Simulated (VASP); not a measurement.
# ZnO (P6_3mc) in VASP: a series of runs

ZnO is run at these levels: r2SCAN; tasks: single point.

Program: VASP 6.6.1. These are calculated values, not measurements. Logs are shortened: lines on timing, memory, paths and dates and some standing lists are left out, and cuts for length are marked.

## 1. The cell of the first run

Symmetry: P6_3mc, No. 186, hexagonal system. The conventional cell has a = 3.170 Å, b = 3.170 Å, c = 5.275 Å, α = 90.00°, β = 90.00°, γ = 120.00°. Within 2.6 Å of Zn (site symmetry 3m) lie 4 O at 1.94 to 2.00 Å. Within 2.6 Å of O (site symmetry 3m) lie 4 Zn at 1.94 to 2.00 Å.

## 2. Single point, r2SCAN (biaxial strain in the a-b plane: -2.0 %)

POSCAR

```
ZnO
1.0
    3.1701718310      0.0000000000      0.0000000000
   -1.5850859155      2.7454493400      0.0000000000
    0.0000000000      0.0000000000      5.2748592767
Zn O
2 2
Direct
    0.6666666667      0.3333333333      0.5004294475
    0.3333333333      0.6666666667      0.0004294475
    0.6666666667      0.3333333333      0.8798805525
    0.3333333333      0.6666666667      0.3798805525
```

INCAR.step1

```
SYSTEM = ZnO
PREC = Accurate
ENCUT = 520
ISMEAR = 0
SIGMA = 0.02
LREAL = .FALSE.
LASPH = .TRUE.
NELM = 60
NBANDS = 26
GGA = PE
ALGO = Normal
EDIFF = 1E-4
LWAVE = .TRUE.
LCHARG = .FALSE.
```

INCAR.step2

```
SYSTEM = ZnO
PREC = Accurate
ENCUT = 520
EDIFF = 1E-7
ISMEAR = 0
SIGMA = 0.02
LREAL = .FALSE.
LASPH = .TRUE.
NELM = 60
ALGO = Normal
ISIF = 2
LWAVE = .FALSE.
LCHARG = .TRUE.
METAGGA = R2SCAN
LMIXTAU = .TRUE.
LELF = .TRUE.
LVHAR = .TRUE.
NBANDS = 26
ISTART = 1
```

KPOINTS

```
Automatic mesh
0
G
  12 12 6
  0 0 0
```

Potentials or basis: VASP PAW PBE potentials, release 64 (Zn, O).

Launch:

```bash
$ cat potpaw_PBE.64/Zn/POTCAR potpaw_PBE.64/O/POTCAR > POTCAR
$ cp INCAR.step1 INCAR
$ mpirun -np 1 vasp_std > vasp.out
$ cp INCAR.step2 INCAR
$ mpirun -np 1 vasp_std > vasp.out
```

OUTCAR:

```text
SYSTEM = ZnO
   PREC = Accurate
   ENCUT = 520
   EDIFF = 1E-7
   ISMEAR = 0
   LREAL = .FALSE.
   LASPH = .TRUE.
   NELM = 60
   ISIF = 2
   METAGGA = R2SCAN
   ISTART = 1

 ion  position               nearest neighbor table
   1  0.667  0.333  0.500-   4 1.94   4 1.94   4 1.94   3 2.00
   2  0.333  0.667  0.000-   3 1.94   3 1.94   3 1.94   4 2.00
   3  0.667  0.333  0.880-   2 1.94   2 1.94   2 1.94   1 2.00
   4  0.333  0.667  0.380-   1 1.94   1 1.94   1 1.94   2 2.00

  LATTYP: Found a hexagonal cell.
 ALAT       =     3.1701718310
 C/A-ratio  =     1.6639032702

  Lattice vectors:

 A1 = (   3.1701718310,   0.0000000000,   0.0000000000)
 A2 = (  -1.5850859155,   2.7454493400,   0.0000000000)
 A3 = (   0.0000000000,   0.0000000000,   5.2748592767)

Analysis of symmetry for initial positions (statically):
=====================================================================
 Subroutine PRICEL returns:
 Original cell was already a primitive cell.

 Routine SETGRP: Setting up the symmetry group for a
 hexagonal supercell.

 Subroutine GETGRP returns: Found 12 space group operations
 (whereof  6 operations were pure point group operations)
 out of a pool of 24 trial point group operations.

The static configuration has the point symmetry C_3v.
 The point group associated with its full space group is C_6v.

Analysis of symmetry for dynamics (positions and initial velocities):
=====================================================================
 Subroutine PRICEL returns:
 Original cell was already a primitive cell.

 Routine SETGRP: Setting up the symmetry group for a
 hexagonal supercell.

 Subroutine GETGRP returns: Found 12 space group operations
 (whereof  6 operations were pure point group operations)
 out of a pool of 24 trial point group operations.

The dynamic configuration has the point symmetry C_3v.
 The point group associated with its full space group is C_6v.

 Subroutine INISYM returns: Found 12 space group operations
 (whereof  6 operations are pure point group operations),
 and found     1 'primitive' translations

----------------------------------------------------------------------------------------

                                     Primitive cell

  volume of cell :      45.9100

  direct lattice vectors                    reciprocal lattice vectors
     3.170171831  0.000000000  0.000000000     0.315440315  0.182119551  0.000000000
    -1.585085916  2.745449340  0.000000000     0.000000000  0.364239101  0.000000000
     0.000000000  0.000000000  5.274859277     0.000000000  0.000000000  0.189578517

  length of vectors
     3.170171831  3.170171831  5.274859277     0.364239101  0.364239101  0.189578517

  position of ions in fractional coordinates (direct lattice)
     0.666666667  0.333333333  0.500429447
     0.333333333  0.666666667  0.000429447
     0.666666667  0.333333333  0.879880552
     0.333333333  0.666666667  0.379880552

  ion indices of the primitive-cell ions
   primitive index   ion index
                 1           1
                 2           2
                 3           3
                 4           4

----------------------------------------------------------------------------------------

 KPOINTS: Automatic mesh

Automatic generation of k-mesh.
 Grid dimensions read from file:
 generate k-points for:   12   12    6

 Generating k-lattice:

  Cartesian coordinates                     Fractional coordinates (reciprocal lattice)
     0.026286693  0.015176629  0.000000000     0.083333333 -0.000000000  0.000000000
     0.000000000  0.030353258  0.000000000     0.000000000  0.083333333  0.000000000
     0.000000000  0.000000000  0.031596420     0.000000000  0.000000000  0.166666667

  Length of vectors
     0.030353258  0.030353258  0.031596420

  Shift w.r.t. Gamma in fractional coordinates (k-lattice)
     0.000000000  0.000000000  0.000000000

 Subroutine IBZKPT returns following result:
 ===========================================

 Found     76 irreducible k-points:

 Following reciprocal coordinates:
            Coordinates               Weight
  0.000000  0.000000  0.000000      1.000000
  0.083333 -0.000000  0.000000      6.000000
  0.166667  0.000000  0.000000      6.000000
  0.250000 -0.000000  0.000000      6.000000
  0.333333 -0.000000  0.000000      6.000000
  0.416667  0.000000  0.000000      6.000000
[... 16 lines left out ...]
  0.250000 -0.000000  0.166667     12.000000
  0.333333 -0.000000  0.166667     12.000000
 [... further k-points ...]
   k-points           NKPTS =     76   k-points in BZ     NKDIM =     76   number of bands    NBANDS=     26
   number of dos      NEDOS =    301   number of ions     NIONS =      4
   total plane-waves  NPLWV =  23040
   dimension x,y,z NGX =    24 NGY =   24 NGZ =   40
   dimension x,y,z NGXF=    48 NGYF=   48 NGZF=   80
   ions per type =               2   2
   NGX,Y,Z   is equivalent  to a cutoff of  12.59, 12.59, 12.61 a.u.
   NGXF,Y,Z  is equivalent  to a cutoff of  25.17, 25.17, 25.21 a.u.
 SYSTEM =  ZnO
   PREC   = accura    normal or accurate (medium, high low for compatibility)
   ISTART =      1    job   : 0-new  1-cont  2-samecut
   ICHARG =      0    charge: 1-file 2-atom 10-const
   ISPIN  =      1    spin polarized calculation?
   LNONCOLLINEAR =      F non collinear calculations
   LSORBIT =      F    spin-orbit coupling
   LASPH  =      T    aspherical Exc in radial PAW
   ENCUT  =  520.0 eV  38.22 Ry    6.18 a.u.   5.89  5.89  9.81*2*pi/ulx,y,z
   NELM   =     60;   NELMIN=  2; NELMDL=  0     # of ELM steps
   EDIFF  = 0.1E-06   stopping-criterion for ELM
   LREAL  =      F    real-space projection
   EDIFFG = 0.1E-05   stopping-criterion for IOM
   NSW    =      0    number of steps for IOM
   IBRION =     -1    ionic relax: 0-MD 1-quasi-New 2-CG
   NFREE  =      0    steps in history (QN), initial steepest desc. (CG)
   ISIF   =      2    stress and relaxation
   ISYM   =      2    0-nonsym 1-usesym 2-fastsym
   POTIM  = 0.5000    time-step for ionic-motion
   TEBEG  =    0.0;   TEEND  =   0.0 temperature during run
   PSTRESS=    0.0 pullay stress
   NELECT =      36.0000    total number of electrons
   NUPDOWN=      -1.0000    fix difference up-down
   EMIN   =  10.00;   EMAX   =-10.00  energy-range for DOS
   EFERMI =   0.00;   METHOD = LEGACY
   ISMEAR =     0;   SIGMA  =   0.02  broadening in eV -4-tet -1-fermi 0-gaus
   EFERMI_NEDOS =   21; number of points for ismear=-14 and -15
   IALGO  =     38    algorithm
   IMIX   =      4    mixing-type and parameters
     AMIX     =   0.40;   BMIX     =  1.00
     AMIX_MAG =   1.60;   BMIX_MAG =  1.00
  volume/ion in A,a.u.               =      11.48        77.45
  Fermi-wavevector in a.u.,A,eV,Ry     =   1.509640  2.852805 31.007839  2.279012
  Thomas-Fermi vector in A             =   2.619935
   LORBIT       =      0    0 simple, 1 ext, 2 COOP (PROOUT), +10 PAW based schemes
   METAGGA = R2SCAN    functional components
   LHFCALC =     F    Hartree Fock is set to
   AEXX    =    0.0000 exact exchange contribution
   IVDW    =     0    specifies the selected vdW correction
   LEPSILON=     F    determine dielectric tensor
   LRPA    =     F    only Hartree local field effects (RPA)
 non-spin polarized calculation
 Gauss-broadening in eV      SIGMA  =   0.02
  energy-cutoff  :      520.00
  volume of cell :       45.91
 maximum number of plane-waves:      1278
 NGX is ok and might be reduce to    24
   NGX = 11   NGY = 11   NGZ = 19

 number of electron      35.9999990 magnetization

 Free energy of the ion-electron system (eV)
  ---------------------------------------------------
  ext. energy  EPLUGINS =         0.00000000
  ---------------------------------------------------
  free energy    TOTEN  =       -36.26377762 eV

  energy without entropy =      -36.26377762  energy(sigma->0) =      -36.26377762

 E-fermi :   1.3483     XC(G=0): -11.8747

 val. band max:        1.2264482277   @ k =   0.0000   0.0000   0.0000
 cond. band min:       2.4467025871   @ k =   0.0000   0.0000   0.0000
 fundamental gap:      1.2202543594
 Fermi energy:         1.3482578956

 k-point     1 :       0.0000    0.0000    0.0000
  band No.  band energies     occupation
      1     -18.2065      2.00000
      2     -17.5198      2.00000
      3      -4.8779      2.00000
      4      -4.8460      2.00000
      5      -4.8459      2.00000
      6      -4.7739      2.00000
[... 18 lines left out ...]
     25      16.7519      0.00000
     26      16.7521      0.00000

 k-point     2 :       0.0833   -0.0000    0.0000
  band No.  band energies     occupation
      1     -18.1656      2.00000
      2     -17.4992      2.00000
      3      -4.8975      2.00000
      4      -4.8199      2.00000
      5      -4.8087      2.00000
      6      -4.7483      2.00000
[... 18 lines left out ...]
     25      16.1816      0.00000
     26      16.8539      0.00000

 k-point     3 :       0.1667    0.0000    0.0000
  band No.  band energies     occupation
      1     -18.0508      2.00000
      2     -17.4440      2.00000
      3      -5.0129      2.00000
      4      -4.7508      2.00000
      5      -4.7295      2.00000
      6      -4.6586      2.00000
[... 18 lines left out ...]
     25      16.0376      0.00000
     26      16.9043      0.00000

 k-point     4 :       0.2500   -0.0000    0.0000
  band No.  band energies     occupation
      1     -17.8849      2.00000
      2     -17.3727      2.00000
      3      -5.1303      2.00000
      4      -4.7649      2.00000
      5      -4.6635      2.00000
      6      -4.5228      2.00000
[... 18 lines left out ...]
     25      15.8535      0.00000
     26      16.6742      0.00000
[... 496 lines left out ...]
      1     -18.0115      2.00000
      2     -17.4861      2.00000
      3      -5.0396      2.00000
      4      -4.8581      2.00000
      5      -4.7392      2.00000
      6      -4.6737      2.00000
[... 18 lines left out ...]
     25      15.6641      0.00000
     26      16.6800      0.00000

 k-point    23 :       0.2500   -0.0000    0.1667
  band No.  band energies     occupation
      1     -17.8510      2.00000
      2     -17.4073      2.00000
      3      -5.1550      2.00000
      4      -4.8708      2.00000
      5      -4.6478      2.00000
      6      -4.5406      2.00000
[... 18 lines left out ...]
     25      15.8564      0.00000
     26      16.5574      0.00000

 k-point    24 :       0.3333   -0.0000    0.1667
  band No.  band energies     occupation
      1     -17.6766      2.00000
      2     -17.3364      2.00000
      3      -5.2117      2.00000
      4      -4.9102      2.00000
      5      -4.5676      2.00000
      6      -4.3818      2.00000
[... 18 lines left out ...]
     25      15.7858      0.00000
     26      16.5739      0.00000

 [... further k-points ...]
[... 5 lines left out ...]
  --------------------------------------------------------------------------------------
  -------------------------------------------------------------------------------------
  Total        2.5093452      2.5093452      0.0887038      0.0000000      0.0000000      0.0000000
  in kB       87.5717187     87.5717187      3.0956050      0.0000000      0.0000000      0.0000000
  external PRESSURE =      59.4130141 kB  Pullay stress =       0.0000000 kB

 VOLUME and BASIS-vectors are now :
 -----------------------------------------------------------------------------
  energy-cutoff  :      520.00
  volume of cell :       45.91
      direct lattice vectors                 reciprocal lattice vectors
     3.170171831  0.000000000  0.000000000     0.315440315  0.182119551  0.000000000
    -1.585085916  2.745449340  0.000000000     0.000000000  0.364239101  0.000000000
     0.000000000  0.000000000  5.274859277     0.000000000  0.000000000  0.189578517

 POSITION                                       TOTAL-FORCE (eV/Angst)
 -----------------------------------------------------------------------------------
      1.58509      0.91515      2.63969         0.000000     -0.000000      0.315994
     -0.00000      1.83030      0.00227        -0.000000      0.000000      0.315994
      1.58509      0.91515      4.64125        -0.000000      0.000000     -0.315994
     -0.00000      1.83030      2.00382        -0.000000      0.000000     -0.315994
 -----------------------------------------------------------------------------------
    total drift:                                0.000001      0.000002     -0.058109

  FREE ENERGIE OF THE ION-ELECTRON SYSTEM (eV)
  ---------------------------------------------------
  free  energy   TOTEN  =       -36.2637776205 eV

  energy  without entropy=      -36.2637776205  energy(sigma->0) =      -36.26377762
```

Run time: 3.5 min. Hardware: 1 thread of Intel Xeon Platinum 8259CL at 2.50GHz (Skylake/Cascade Lake), shared host; peak memory 0.22 GiB.

Results:

```
Free energy            : -36.2638 eV
Pressure               : 5.9 GPa
Largest force          : 0.316 eV/Å
Band gap on the k mesh : 1.22 eV, direct
```

Forces in eV/Å, atoms in the order of the input:
```
Zn   0.000  0.000  0.316
Zn   0.000  0.000  0.316
O    0.000  0.000 -0.316
O    0.000  0.000 -0.316
```

Caveat: the cell differs from its parent crystal (biaxial strain in the a-b plane: -2.0 %); the PAW data sets were made with another functional, which shifts forces and pressure a little.

## 3. Single point, r2SCAN

This run uses another cell than the first one, of 11.58 Å³/atom, 1.009 times its volume.

POSCAR

```
ZnO
1.0
    3.2143269718      0.0000000000      0.0000000000
   -1.6071634859      2.7836888137      0.0000000000
    0.0000000000      0.0000000000      5.1787752495
Zn O
2 2
Direct
    0.6666666667      0.3333333333      0.5004081876
    0.3333333333      0.6666666667      0.0004081876
    0.6666666667      0.3333333333      0.8799018124
    0.3333333333      0.6666666667      0.3799018124
```

Changes to INCAR.step1 since step 2:

```diff
@@ -7,3 +7,3 @@
 LASPH = .TRUE.
-NELM = 60
+NELM = 100
 NBANDS = 26
```

INCAR.step2

```
SYSTEM = ZnO
PREC = Accurate
ENCUT = 520
EDIFF = 1E-6
ISMEAR = 0
SIGMA = 0.02
LREAL = .FALSE.
LASPH = .TRUE.
NELM = 100
ALGO = Normal
ISIF = 2
LWAVE = .FALSE.
LCHARG = .FALSE.
METAGGA = R2SCAN
LMIXTAU = .TRUE.
NBANDS = 26
ISTART = 1
```

KPOINTS is that of step 2.

Potentials or basis: VASP PAW PBE potentials, release 64 (Zn, O).

Launch:

```bash
$ cat potpaw_PBE.64/Zn/POTCAR potpaw_PBE.64/O/POTCAR > POTCAR
$ cp INCAR.step1 INCAR
$ mpirun -np 1 vasp_std > vasp.out
$ cp INCAR.step2 INCAR
$ mpirun -np 1 vasp_std > vasp.out
```

It took 3.2 min on 1 thread of Intel Xeon Platinum 8259CL at 2.50GHz (Skylake/Cascade Lake), shared host; peak memory 0.21 GiB.

It converged, with:

```yaml
Free_energy: -36.3028 eV
Pressure: 4.1 GPa
Largest_force: 0.006 eV/Å
Band_gap_on_the_k_mesh: 1.26 eV, direct
```

Forces in eV/Å, atoms in the order of the input:
```
Zn   0.000  0.000 -0.006
Zn   0.000  0.000 -0.006
O    0.000  0.000  0.006
O    0.000  0.000  0.006
```

Stress tensor (GPa, compression positive):
```
4.08 0.00 0.00
0.00 4.08 0.00
0.00 0.00 4.20
```

Levels at points of the mesh, in eV from the valence-band top:
```
           k point  band 14  band 15  band 16  band 17  band 18  band 19  band 20  band 21  band 22  band 23
(0.00, 0.00, 0.00)    -0.84    -0.84    -0.10     0.00     0.00     1.26     5.95     8.90    13.83    13.83
(0.50, 0.00, 0.00)    -3.66    -2.93    -2.40    -1.34    -0.89     6.52     7.39     8.10     9.46    11.49
(0.00, 0.00, 0.50)    -2.26    -0.42    -0.42    -0.42    -0.42     3.99     3.99    10.91    10.91    14.14
(0.50, 0.00, 0.50)    -3.83    -1.60    -1.60    -1.45    -1.45     6.28     6.28     9.30     9.30    12.09
```

Caveat: the PAW data sets were made with another functional, which shifts forces and pressure a little. r2SCAN opens gaps a little over a GGA but as a rule still falls short of measured ones.

## 4. Single point, r2SCAN (biaxial strain in the a-b plane: -2.0 %, then relaxed in part)

POSCAR

```
ZnO
1.0
    3.1701718310      0.0000000000      0.0000000000
   -1.5850859155      2.7454493400      0.0000000000
    0.0000000000      0.0000000000      5.3158875265
Zn O
2 2
Direct
    0.6666666667      0.3333333333      0.5055296292
    0.3333333333      0.6666666667      0.0055296292
    0.6666666667      0.3333333333      0.8747803708
    0.3333333333      0.6666666667      0.3747803708
```

INCAR.step1

```
PREC = Accurate
ENCUT = 520
ISMEAR = 0
SIGMA = 0.02
LREAL = False
LASPH = True
NELM = 100
NBANDS = 26
GGA = PE
ALGO = Normal
EDIFF = 1E-4
LWAVE = True
LCHARG = False
```

INCAR.step2

```
PREC = Accurate
ENCUT = 520
EDIFF = 1E-7
ISMEAR = 0
SIGMA = 0.02
LREAL = False
LASPH = True
NELM = 100
ALGO = Normal
ISIF = 2
LWAVE = False
LCHARG = False
METAGGA = R2SCAN
LMIXTAU = True
NBANDS = 26
ISTART = 1
```

KPOINTS

```
regular mesh
0
Gamma
  12 12 6
```

Launch:

```bash
$ cat potpaw_PBE.64/Zn/POTCAR potpaw_PBE.64/O/POTCAR > POTCAR
$ cp INCAR.step1 INCAR
$ mpirun -np 1 vasp_std > vasp.out
$ cp INCAR.step2 INCAR
$ mpirun -np 1 vasp_std > vasp.out
```

It took 3.7 min on 1 thread of Intel Xeon Platinum 8259CL at 2.50GHz (Skylake/Cascade Lake), shared host; peak memory 0.22 GiB.

The run converged. Its results:

```yaml
Free_energy: -36.2840 eV
Pressure: 4.3 GPa
Band_gap_on_the_k_mesh: 1.21 eV, direct
```

Forces in eV/Å, atoms in the order of the input:
```
Zn   0.000  0.000  0.002
Zn   0.000  0.000  0.002
O    0.000  0.000 -0.002
O    0.000  0.000 -0.002
```

Stress tensor (GPa, compression positive):
```
5.76 0.00 0.00
0.00 5.76 0.00
0.00 0.00 1.30
```

Levels at points of the mesh, in eV from the valence-band top:
```csv
k point,band 14,band 15,band 16,band 17,band 18,band 19,band 20,band 21,band 22,band 23
"(0.00, 0.00, 0.00)",-0.83,-0.83,-0.13,0.00,0.00,1.21,6.13,8.56,14.24,14.24
"(0.50, 0.00, 0.00)",-3.56,-2.97,-2.32,-1.46,-0.82,6.53,7.42,7.78,9.69,11.24
"(0.00, 0.00, 0.50)",-2.39,-0.41,-0.41,-0.41,-0.41,3.93,3.93,10.70,10.70,14.56
"(0.50, 0.00, 0.50)",-3.85,-1.62,-1.62,-1.52,-1.52,6.19,6.19,9.31,9.31,12.14
```

Caveat: the cell differs from its parent crystal (biaxial strain in the a-b plane: -2.0 %, then relaxed in part); the PAW data sets were made with another functional, which shifts forces and pressure a little.

## 5. The runs side by side

| cell | gap on the mesh (eV) | pressure (GPa) | largest force (eV/Å) |
| --- | --- | --- | --- |
| a = 3.170, b = 3.170, c = 5.275 Å, angles 90.0, 90.0, 120.0°, 4 atoms | 1.22 | 5.9 | 0.32 |
| a = 3.214, b = 3.214, c = 5.179 Å, angles 90.0, 90.0, 120.0°, 4 atoms | 1.26 | 4.1 | 0.01 |
| a = 3.170, b = 3.170, c = 5.316 Å, angles 90.0, 90.0, 120.0°, 4 atoms | 1.21 | 4.3 | - |

Alike in all rows: task single point; level r2SCAN; potentials or basis VASP PAW PBE potentials, release 64 (Zn, O); no spin polarisation; k mesh 12 × 12 × 6; cutoff (eV) 520; smearing gaussian 0.02 eV.

Caveats: the PAW data sets were made with another functional, which shifts forces and pressure a little.

Absolute energies hang on the potentials; compare differences alone.
